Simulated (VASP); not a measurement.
**Ta3AsAu2O13 in VASP: the effect of functional**

The system is Ta3AsAu2O13.

```xyz
19
Lattice="5.7239 0.0000 0.0000 1.2946 6.2567 0.0000 0.2682 1.3098 8.3664" Properties=species:S:1:pos:R:3 pbc="T T T"
Ta    1.7946    2.6749    4.8886
Ta    0.6021    2.0039    8.3542
Ta    4.2740    4.5494    4.2235
As    4.7442    6.6995    6.9482
Au    3.4894    0.8212    1.5572
Au    1.4391    5.7205    3.7383
O     4.8826    5.2937    5.9475
O     3.3158    1.7515    5.8251
O     6.2667    6.7584    7.6914
O     3.3530    6.6833    7.9189
O     4.5661    1.8700    0.2589
O     1.7214    1.5096    0.9266
O     0.9917    1.2312    4.1082
O     3.3694    3.0028    3.6393
O     0.8977    2.6990    6.5755
O     6.1537    3.9289    3.8188
O     4.0568    5.7863    2.9258
O     2.4286    4.7592    5.2267
O     6.5518    6.2513    1.8938
```

Alike in all runs:

* Program: VASP 6.6.1
* Task: relaxation of cell and atoms
* Potentials or basis: VASP PAW PBE potentials, release 64 (Ta_pv, As, Au, O)
* Cutoff: 600 eV
* k mesh: 5 × 5 × 4
* Occupations: fermi-dirac, width 0.05 eV
* Spin: no spin polarisation

Each run relaxes the cell or the atoms first.

```tsv
functional	relaxed volume (Å³/atom)	gap on the mesh (eV)	relaxed volume (Å³/atom)
PBE	?	?	?
RPBE	16.33	1.19	16.33
revPBE	16.21	1.20	16.21
```

Q: What does the run with functional PBE give?

A: Relaxed volume 15.76 Å³/atom; gap on the mesh 1.26 eV; relaxed volume 15.76 Å³/atom.

Caveats: spin-orbit coupling is left out, which moves the levels of the heavy elements; an odd mesh through Γ misses points on the zone boundary, where band edges can lie; the PAW data sets were made with another functional, which shifts forces and pressure a little (at least some runs).
